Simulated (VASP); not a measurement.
# Y2HfF (P4/nmm) in VASP: a series of runs

The runs below take Y2HfF through single point, with PBE.

Everything below comes from runs of VASP 6.6.1. Logs are shortened: lines on timing, memory, paths and dates and some standing lists are left out, and cuts for length are marked.

### 1 The cell of the first run

It takes space group P4/nmm (No. 129, tetragonal). Conventional cell: a = 4.717 Å, b = 4.717 Å, c = 8.709 Å, α = 90.00°, β = 90.00°, γ = 90.00°. Within 4.0 Å of Y (site symmetry 4mm) lie 1 F at 3.05 Å and 5 Hf at 3.34 to 3.37 Å and 4 Y at 3.76 Å. Within 3.1 Å of Y (site symmetry -4m2) lie 4 F at 2.36 Å. Hf (site symmetry 4mm) has 1 F at 2.32 Å within 3.1 Å. F (site symmetry 4mm) has 1 Hf at 2.32 Å and 5 Y at 2.36 to 3.05 Å within 3.1 Å.

### 2 Single point, PBE

INCAR reads:

```
PREC = Accurate
ENCUT = 520
EDIFF = 1E-6
ISMEAR = 0
SIGMA = 0.1
LREAL = False
LASPH = True
NELM = 80
ALGO = Normal
ISIF = 2
LWAVE = False
LCHARG = True
GGA = PE
LELF = True
LVHAR = True
NBANDS = 49
```

KPOINTS reads:

```
regular mesh
0
Gamma
  4 4 2
```

POSCAR reads:

```
Y2HfF
1.0
    4.7173291199      0.0000000000      0.0000000000
    0.0000000000      4.7173291199      0.0000000000
    0.0000000000      0.0000000000      8.7089361607
Y Hf F
4 2 2
Direct
    0.0000000000      0.5000000000      0.6630476467
    0.5000000000      0.0000000000      0.3369523533
    0.5000000000      0.5000000000      0.0000000000
    0.0000000000      0.0000000000      0.0000000000
    0.5000000000      0.0000000000      0.7201211805
    0.0000000000      0.5000000000      0.2798788195
    0.0000000000      0.5000000000      1.0133851205
    0.5000000000      0.0000000000     -0.0133851205
```

Potentials or basis: VASP PAW PBE potentials, release 64 (Y_sv, Hf_pv, F).

Command:

```
$ cat potpaw_PBE.64/Y_sv/POTCAR potpaw_PBE.64/Hf_pv/POTCAR potpaw_PBE.64/F/POTCAR > POTCAR
$ mpirun -np 1 vasp_std > vasp.out
```

OUTCAR:

```text
PREC = Accurate
   ENCUT = 520
   EDIFF = 1E-6
   ISMEAR = 0
   LREAL = False
   LASPH = True
   NELM = 80
   ISIF = 2
   GGA = PE

 ion  position               nearest neighbor table
   1  0.000  0.500  0.663-   7 3.05   6 3.34   5 3.37   5 3.37   5 3.37   5 3.37   4 3.76   3 3.76
                             3 3.76   4 3.76
   2  0.500  0.000  0.337-   8 3.05   5 3.34   6 3.37   6 3.37   6 3.37   6 3.37   4 3.76   4 3.76
                             3 3.76   3 3.76
   3  0.500  0.500  0.000-   7 2.36   8 2.36   8 2.36   7 2.36   4 3.34   4 3.34   4 3.34   4 3.34
                             5 3.39   6 3.39   5 3.39   6 3.39   2 3.76   1 3.76   2 3.76   1 3.76
   4  0.000  0.000  0.000-   7 2.36   8 2.36   7 2.36   8 2.36   3 3.34   3 3.34   3 3.34   3 3.34
                             5 3.39   5 3.39   6 3.39   6 3.39   2 3.76   1 3.76   1 3.76   2 3.76
   5  0.500  0.000  0.720-   8 2.32   2 3.34   1 3.37   1 3.37   1 3.37   1 3.37   3 3.39   3 3.39
                             4 3.39   4 3.39
   6  0.000  0.500  0.280-   7 2.32   1 3.34   2 3.37   2 3.37   2 3.37   2 3.37   4 3.39   3 3.39
                             3 3.39   4 3.39
   7  0.000  0.500  0.013-   6 2.32   4 2.36   3 2.36   4 2.36   3 2.36   1 3.05
   8  0.500  0.000  0.987-   5 2.32   4 2.36   3 2.36   3 2.36   4 2.36   2 3.05

  LATTYP: Found a simple tetragonal cell.
 ALAT       =     4.7173291199
 C/A-ratio  =     1.8461582687

  Lattice vectors:

 A1 = (   4.7173291199,   0.0000000000,   0.0000000000)
 A2 = (   0.0000000000,   4.7173291199,   0.0000000000)
 A3 = (   0.0000000000,   0.0000000000,   8.7089361607)

Analysis of symmetry for initial positions (statically):
=====================================================================
 Subroutine PRICEL returns:
 Original cell was already a primitive cell.

 Routine SETGRP: Setting up the symmetry group for a
 simple tetragonal supercell.

 Subroutine GETGRP returns: Found 16 space group operations
 (whereof  8 operations were pure point group operations)
 out of a pool of 16 trial point group operations.

The static configuration has the point symmetry D_2d.
 The point group associated with its full space group is D_4h.

Analysis of symmetry for dynamics (positions and initial velocities):
=====================================================================
 Subroutine PRICEL returns:
 Original cell was already a primitive cell.

 Routine SETGRP: Setting up the symmetry group for a
 simple tetragonal supercell.

 Subroutine GETGRP returns: Found 16 space group operations
 (whereof  8 operations were pure point group operations)
 out of a pool of 16 trial point group operations.

The dynamic configuration has the point symmetry D_2d.
 The point group associated with its full space group is D_4h.

 Subroutine INISYM returns: Found 16 space group operations
 (whereof  8 operations are pure point group operations),
 and found     1 'primitive' translations

----------------------------------------------------------------------------------------

                                     Primitive cell

  volume of cell :     193.8016

  direct lattice vectors                    reciprocal lattice vectors
     4.717329120  0.000000000  0.000000000     0.211984361  0.000000000  0.000000000
     0.000000000  4.717329120  0.000000000     0.000000000  0.211984361  0.000000000
     0.000000000  0.000000000  8.708936161     0.000000000  0.000000000  0.114824587

  length of vectors
     4.717329120  4.717329120  8.708936161     0.211984361  0.211984361  0.114824587

  position of ions in fractional coordinates (direct lattice)
     0.000000000  0.500000000  0.663047647
     0.500000000  0.000000000  0.336952353
     0.500000000  0.500000000  0.000000000
     0.000000000  0.000000000  0.000000000
     0.500000000  0.000000000  0.720121181
     0.000000000  0.500000000  0.279878819
     0.000000000  0.500000000  0.013385120
     0.500000000  0.000000000  0.986614880

  ion indices of the primitive-cell ions
   primitive index   ion index
                 1           1
                 2           2
                 3           3
                 4           4
                 5           5
                 6           6
                 7           7
                 8           8

----------------------------------------------------------------------------------------

 KPOINTS: regular mesh

Automatic generation of k-mesh.
 Grid dimensions read from file:
 generate k-points for:    4    4    2

 Generating k-lattice:

  Cartesian coordinates                     Fractional coordinates (reciprocal lattice)
     0.052996090  0.000000000  0.000000000     0.250000000  0.000000000  0.000000000
     0.000000000  0.052996090  0.000000000     0.000000000  0.250000000  0.000000000
     0.000000000  0.000000000  0.057412294     0.000000000  0.000000000  0.500000000

  Length of vectors
     0.052996090  0.052996090  0.057412294

  Shift w.r.t. Gamma in fractional coordinates (k-lattice)
     0.000000000  0.000000000  0.000000000

 Subroutine IBZKPT returns following result:
 ===========================================

 Found     12 irreducible k-points:

 Following reciprocal coordinates:
            Coordinates               Weight
  0.000000  0.000000  0.000000      1.000000
  0.250000  0.000000  0.000000      4.000000
  0.500000  0.000000  0.000000      2.000000
  0.250000  0.250000  0.000000      4.000000
  0.500000  0.250000  0.000000      4.000000
  0.500000  0.500000  0.000000      1.000000
  0.000000  0.000000  0.500000      1.000000
  0.250000  0.000000  0.500000      4.000000
  0.500000  0.000000  0.500000      2.000000
  0.250000  0.250000  0.500000      4.000000
  0.500000  0.250000  0.500000      4.000000
  0.500000  0.500000  0.500000      1.000000
   k-points           NKPTS =     12   k-points in BZ     NKDIM =     12   number of bands    NBANDS=     49
   number of dos      NEDOS =    301   number of ions     NIONS =      8
   total plane-waves  NPLWV =  90720
   dimension x,y,z NGX =    36 NGY =   36 NGZ =   70
   dimension x,y,z NGXF=    72 NGYF=   72 NGZF=  140
   ions per type =               4   2   2
   NGX,Y,Z   is equivalent  to a cutoff of  12.69, 12.69, 13.36 a.u.
   NGXF,Y,Z  is equivalent  to a cutoff of  25.37, 25.37, 26.72 a.u.
 SYSTEM =  unknown system
   PREC   = accura    normal or accurate (medium, high low for compatibility)
   ISTART =      0    job   : 0-new  1-cont  2-samecut
   ICHARG =      2    charge: 1-file 2-atom 10-const
   ISPIN  =      1    spin polarized calculation?
   LNONCOLLINEAR =      F non collinear calculations
   LSORBIT =      F    spin-orbit coupling
   LASPH  =      T    aspherical Exc in radial PAW
   ENCUT  =  520.0 eV  38.22 Ry    6.18 a.u.   8.77  8.77 16.19*2*pi/ulx,y,z
   NELM   =     80;   NELMIN=  2; NELMDL= -5     # of ELM steps
   EDIFF  = 0.1E-05   stopping-criterion for ELM
   LREAL  =      F    real-space projection
   EDIFFG = 0.1E-04   stopping-criterion for IOM
   NSW    =      0    number of steps for IOM
   IBRION =     -1    ionic relax: 0-MD 1-quasi-New 2-CG
   NFREE  =      0    steps in history (QN), initial steepest desc. (CG)
   ISIF   =      2    stress and relaxation
   ISYM   =      2    0-nonsym 1-usesym 2-fastsym
   POTIM  = 0.5000    time-step for ionic-motion
   TEBEG  =    0.0;   TEEND  =   0.0 temperature during run
   PSTRESS=    0.0 pullay stress
   NELECT =      78.0000    total number of electrons
   NUPDOWN=      -1.0000    fix difference up-down
   EMIN   =  10.00;   EMAX   =-10.00  energy-range for DOS
   EFERMI =   0.00;   METHOD = LEGACY
   ISMEAR =     0;   SIGMA  =   0.10  broadening in eV -4-tet -1-fermi 0-gaus
   EFERMI_NEDOS =   21; number of points for ismear=-14 and -15
   IALGO  =     38    algorithm
   IMIX   =      4    mixing-type and parameters
     AMIX     =   0.40;   BMIX     =  1.00
     AMIX_MAG =   1.60;   BMIX_MAG =  1.00
  volume/ion in A,a.u.               =      24.23       163.48
  Fermi-wavevector in a.u.,A,eV,Ry     =   1.208706  2.284122 19.877694  1.460969
  Thomas-Fermi vector in A             =   2.344305
   LORBIT       =      0    0 simple, 1 ext, 2 COOP (PROOUT), +10 PAW based schemes
   GGA     = PE    functional components
   LHFCALC =     F    Hartree Fock is set to
   AEXX    =    0.0000 exact exchange contribution
   IVDW    =     0    specifies the selected vdW correction
   LEPSILON=     F    determine dielectric tensor
   LRPA    =     F    only Hartree local field effects (RPA)
 non-spin polarized calculation
 Gauss-broadening in eV      SIGMA  =   0.10
  energy-cutoff  :      520.00
  volume of cell :      193.80
 maximum number of plane-waves:      5281
 NGX is ok and might be reduce to    36
   NGX = 17   NGY = 17   NGZ = 33

 number of electron      77.9999985 magnetization

 Free energy of the ion-electron system (eV)
  ---------------------------------------------------
  ext. energy  EPLUGINS =         0.00000000
  ---------------------------------------------------
  free energy    TOTEN  =       -54.91888090 eV

  energy without entropy =      -54.86573525  energy(sigma->0) =      -54.89230807

 E-fermi :   3.6710     XC(G=0):  -9.9201

 val. band max:        3.6541002437   @ k =   0.5000   0.2500   0.0000
 cond. band min:       3.6950067486   @ k =   0.2500   0.2500   0.0000
 fundamental gap:      0.0409065049
 Fermi energy:         3.6710026293

 k-point     1 :       0.0000    0.0000    0.0000
  band No.  band energies     occupation
      1     -39.2516      2.00000
      2     -39.1154      2.00000
      3     -39.0438      2.00000
      4     -39.0418      2.00000
      5     -27.8575      2.00000
      6     -27.8555      2.00000
[... 41 lines left out ...]
     48       5.9198      0.00000
     49       6.0554      0.00000

 k-point     2 :       0.2500    0.0000    0.0000
  band No.  band energies     occupation
      1     -39.2300      2.00000
      2     -39.1336      2.00000
      3     -39.0434      2.00000
      4     -39.0421      2.00000
      5     -27.8588      2.00000
      6     -27.8573      2.00000
[... 512 lines left out ...]
 k-point    12 :       0.5000    0.5000    0.5000
  band No.  band energies     occupation
      1     -39.1758      2.00000
      2     -39.1758      2.00000
      3     -39.0424      2.00000
      4     -39.0424      2.00000
      5     -27.8629      2.00000
      6     -27.8629      2.00000
[... 41 lines left out ...]
     48       5.4580      0.00000
     49       5.9161      0.00000

------------------------ aborting loop because EDIFF is reached ----------------------------------------

  FORCE on cell =-STRESS in cart. coord.  units (eV):
  Direction    XX          YY          ZZ          XY          YZ          ZX
  --------------------------------------------------------------------------------------
  -------------------------------------------------------------------------------------
  Total       -0.1223142     -0.1223142     -0.4578794      0.0000000      0.0000000      0.0000000
  in kB       -1.0111837     -1.0111837     -3.7853341      0.0000000      0.0000000      0.0000000
  external PRESSURE =      -1.9359005 kB  Pullay stress =       0.0000000 kB

 VOLUME and BASIS-vectors are now :
 -----------------------------------------------------------------------------
  energy-cutoff  :      520.00
  volume of cell :      193.80
      direct lattice vectors                 reciprocal lattice vectors
     4.717329120  0.000000000  0.000000000     0.211984361  0.000000000  0.000000000
     0.000000000  4.717329120  0.000000000     0.000000000  0.211984361  0.000000000
     0.000000000  0.000000000  8.708936161     0.000000000  0.000000000  0.114824587

 POSITION                                       TOTAL-FORCE (eV/Angst)
 -----------------------------------------------------------------------------------
      0.00000      2.35866      5.77444         0.000000      0.000000     -0.003185
      2.35866      0.00000      2.93450        -0.000000     -0.000000      0.003185
      2.35866      2.35866      0.00000        -0.000000     -0.000000      0.000000
      0.00000      0.00000      0.00000        -0.000000     -0.000000      0.000000
      2.35866      0.00000      6.27149         0.000000     -0.000000      0.044436
      0.00000      2.35866      2.43745        -0.000000     -0.000000     -0.044436
      0.00000      2.35866      0.11657        -0.000000     -0.000000      0.054819
      2.35866      0.00000      8.59237         0.000000     -0.000000     -0.054819
 -----------------------------------------------------------------------------------
    total drift:                                0.000000      0.000000     -0.000000

  FREE ENERGIE OF THE ION-ELECTRON SYSTEM (eV)
  ---------------------------------------------------
  free  energy   TOTEN  =       -54.9188808973 eV

  energy  without entropy=      -54.8657352470  energy(sigma->0) =      -54.89230807
```

It took 64 s on 1 thread of Intel Xeon 6975P-C (Granite Rapids), shared host; peak memory 0.35 GiB.

What came out:

- Free energy: -54.9189 eV
- Pressure: -0.2 GPa
- Largest force: 0.055 eV/Å
- Band gap on the k mesh: zero (band 39 reaches 4.14 eV, above the bottom of band 40 at 3.60 eV)

Forces in eV/Å, atoms in the order of the input:
```
Y    0.000  0.000 -0.003
Y    0.000  0.000  0.003
Y    0.000  0.000  0.000
Y    0.000  0.000  0.000
Hf   0.000  0.000  0.044
Hf   0.000  0.000 -0.044
F    0.000  0.000  0.055
F    0.000  0.000 -0.055
```

Stress tensor (GPa, compression positive):
```
-0.10  0.00  0.00
 0.00 -0.10  0.00
 0.00  0.00 -0.38
```

Caveat: the k points lie up to 0.36 Å⁻¹ apart; spin-orbit coupling is left out, which moves the levels of the heavy elements.

[end of part 1 of 2]
